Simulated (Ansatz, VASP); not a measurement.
Sb2W: VASP beside Ansatz

Contents of INCAR:

```
SYSTEM = Sb2W
PREC = Accurate
ENCUT = 520
EDIFF = 1E-6
ISMEAR = 0
SIGMA = 0.05
LREAL = .False.
LASPH = .True.
NELM = 80
ALGO = Normal
ISIF = 2
LWAVE = .False.
LCHARG = .True.
GGA = PS
LELF = .True.
LVHAR = .True.
NBANDS = 19
```

The input KPOINTS:

```
regular mesh
0
Gamma
  12 12 6
  0 0 0
```

Contents of POSCAR:

```
Sb2W
1.0
    3.4649380352      0.0000000000      0.0000000000
   -1.7324690176      3.0007243611      0.0000000000
    0.0000000000      0.0000000000      6.7174239015
W Sb
1 2
Direct
    0.0000000000      0.0000000000      0.0000000000
    0.3333333333      0.6666666667      0.2847523219
    0.6666666667      0.3333333333      0.7152476781
```

Input for Ansatz:

```yaml
crystal:
  lattice:
    - [3.4649380352, 0.0, 0.0]
    - [-1.7324690176, 3.0007243611, 0.0]
    - [0.0, 0.0, 6.7174239015]
  atoms:
    - { symbol: W, position: [0.0, 0.0, 0.0] }
    - { symbol: Sb, position: [0.3333333333, 0.6666666667, 0.2847523219] }
    - { symbol: Sb, position: [0.6666666667, 0.3333333333, 0.7152476781] }
basis:
  ecutwfc: 420
  ecutrho_ratio: 4
kpoints:
  mp_grid: { grid: [12, 12, 6] }
hamiltonian:
  xc: pbesol
scf:
  occupations: { method: gaussian, width: 0.05 }
output:
  forces: true
  stress: true
  eigenvalues: true
  populations: true
```

Alike in both runs: task single point; functional PBEsol; k mesh 12 × 12 × 6; occupations gaussian, width 0.05 eV; no spin polarisation.

|  | VASP | Ansatz |
| --- | --- | --- |
| version | VASP 6.6.1 | Ansatz 0.2.0 |
| potentials or method | VASP PAW PBE potentials, release 64 (W_sv, Sb), cutoff 520 eV | scalar-relativistic, plane waves, PAW |
| valence electrons in the cell | 24 | 44 |

Ansatz gave:

| Quantity | Value |
| --- | --- |
| gap on the k mesh at the Fermi level (eV) | none |
| pressure (GPa) | -4.3 |
| traceless stress, the component that is largest in VASP (GPa) | -0.36 |
| rms of the force components (eV/Å) | 0.101 |

Task: Estimate VASP's values.

Result: gap on the k mesh at the Fermi level (eV): none; pressure (GPa): -4.2; traceless stress, the component that is largest in VASP (GPa): -0.38; rms of the force components (eV/Å): 0.090.

VASP's potentials were made for PBE, not for PBEsol. Atom by atom the forces differ by 0.011 eV/Å (rms over components). A gap of «none» marks a metal or a gap that the smearing closes. VASP's potentials hold 24 valence electrons a cell and Ansatz's 44, so a difference there can come from the potentials and not from the codes.

Spin-orbit coupling is off throughout.
